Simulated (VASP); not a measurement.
Write the native input for VASP 6.6.1 that does the following.

```yaml
Task: single point
Functional: LDA
Potentials_or_basis: VASP PAW LDA potentials, release 64 (Sb, Au)
Cutoff: 520 eV
k_mesh: 9 × 9 × 9
Occupations: fermi-dirac, width 0.08 eV
Spin: no spin polarisation
Dipole_correction: no
Further_INCAR_settings: ALGO = Normal; EDIFF = 1e-07; NBANDS = 18
```

The structure of Sb2Au lies in POSCAR:

```
Sb2Au
1.0
    0.0000000000      3.3932714730      3.3932714730
    3.3932714730      0.0000000000      3.3932714730
    3.3932714730      3.3932714730      0.0000000000
Sb Au
2 1
Direct
    0.2500000000      0.2500000000      0.2500000000
    0.7500000000      0.7500000000      0.7500000000
    0.0000000000      0.0000000000      0.0000000000
```

The input as run:

INCAR

```
PREC = Accurate
ENCUT = 520
EDIFF = 1E-7
ISMEAR = -1
SIGMA = 0.08
LREAL = False
LASPH = True
NELM = 100
ALGO = Normal
ISIF = 2
LWAVE = False
LCHARG = True
LELF = True
LVHAR = True
NBANDS = 18
```

KPOINTS

```
Automatic mesh
0
Gamma
  9 9 9
```

Potentials or basis: VASP PAW LDA potentials, release 64 (Sb, Au).

Launch:

```console
$ cat potpaw_LDA.64/Sb/POTCAR potpaw_LDA.64/Au/POTCAR > POTCAR
$ mpirun -np 1 vasp_std > vasp.out
```

Results of the run:

```yaml
Pressure: -2.2 GPa
Band_gap_on_the_k_mesh: zero (an odd number of electrons rules out a gap without spin polarisation)
```

Caveat: spin-orbit coupling is left out, which moves the levels of the heavy elements.

Wall time 38 s on 1 thread of Intel(R) Xeon(R) Platinum 8259CL CPU @ 2.50GHz (Skylake/Cascade Lake), on a shared host, peak memory 0.2 GiB.
